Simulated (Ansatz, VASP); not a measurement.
Given: the input of a run of VASP 6.6.1 on Mg6BiB.

INCAR

```
SYSTEM = Mg6BiB
PREC     = Accurate       ! precision mode
ENCUT    = 520            ! plane-wave cutoff, eV
EDIFF    = 1E-7           ! SCF threshold, eV
ISMEAR   = -1             ! smearing method
SIGMA    = 0.05           ! smearing width, eV
LREAL    = .False.        ! projectors in reciprocal space
LASPH    = .True.         ! aspherical terms in the spheres
NELM     = 60             ! most SCF steps
ALGO     = Normal         ! electronic algorithm
ISIF     = 2              ! what is computed and relaxed
LWAVE    = .False.        ! write WAVECAR
LCHARG   = .False.        ! write CHGCAR
GGA      = PE             ! functional
NBANDS   = 25             ! bands
```

File KPOINTS:

```
regular mesh
0
Gamma
  7 4 4
  0 0 0
```

POSCAR

```
Mg6BiB
1.0
    3.8322390504      0.0000000000      0.0000000000
    0.0000000000      4.3316223334      5.0503258561
    0.0000000000     -4.3316223334      5.0503258561
Bi Mg B
1 6 1
Direct
    0.5000000000      0.3854670000      0.3854670000
    0.0000000000      0.1503870000      0.1503870000
    0.0000000000      0.6333230000      0.6333230000
    0.0000000000      0.7147320000      0.0494740000
    0.0000000000      0.0494740000      0.7147320000
    0.5000000000      0.8864940000      0.4049730000
    0.5000000000      0.4049730000      0.8864940000
    0.5000000000      0.7751590000      0.7751590000
```

Potentials or basis: VASP PAW PBE potentials, release 64 (Bi_d, Mg, B).

Command:

```sh
$ cat potpaw_PBE.64/Bi_d/POTCAR potpaw_PBE.64/Mg/POTCAR potpaw_PBE.64/B/POTCAR > POTCAR
$ mpirun -np 1 vasp_std > vasp.out
```

**Question.** Translate it to Ansatz 0.2.0. Potentials there: Ansatz PAW.

**Answer.** As run (the cutoff follows the program's own potentials):

File input.yaml:

```yaml
crystal:
  lattice:
    - [3.8322390504, 0.0, 0.0]
    - [0.0, 4.3316223334, 5.0503258561]
    - [0.0, -4.3316223334, 5.0503258561]
  atoms:
    - { symbol: Bi, position: [0.5, 0.385467, 0.385467] }
    - { symbol: Mg, position: [0.0, 0.150387, 0.150387] }
    - { symbol: Mg, position: [0.0, 0.633323, 0.633323] }
    - { symbol: Mg, position: [0.0, 0.714732, 0.049474] }
    - { symbol: Mg, position: [0.0, 0.049474, 0.714732] }
    - { symbol: Mg, position: [0.5, 0.886494, 0.404973] }
    - { symbol: Mg, position: [0.5, 0.404973, 0.886494] }
    - { symbol: B, position: [0.5, 0.775159, 0.775159] }
hamiltonian:
  xc: pbe
  pseudopotentials: { kind: paw }
kpoints:
  mp_grid: { grid: [7, 4, 4] }
scf:
  occupations: { method: fermi_dirac, width: 0.05 }
output:
  forces: true
  stress: true
  eigenvalues: true
```

Potentials or basis: Ansatz PAW.

Command:

```console
$ ansatz run input.yaml --threads 4 --pin off --max-ram 10240MiB --backend cpu --events-out ev --progress --plain --runs-dir out
```

Both were run:

|  | VASP | Ansatz | Ansatz less VASP |
| --- | --- | --- | --- |
| gap on the k mesh at the Fermi level (eV) | none | none | - |
| pressure (GPa) | 1.4 | 1.5 | +0.12 |
| traceless stress, the component that is largest in VASP (GPa) | -0.38 | -0.37 | +0.013 |
| rms of the force components (eV/Å) | 0.072 | 0.072 | -0.0001 |

Atom by atom the forces differ by 0.001 eV/Å (rms over components). A gap of «none» marks a metal or a gap that the smearing closes. VASP's potentials hold 30 valence electrons a cell and Ansatz's 78, so a difference there can come from the potentials and not from the codes.

Neither program's run includes spin-orbit coupling.
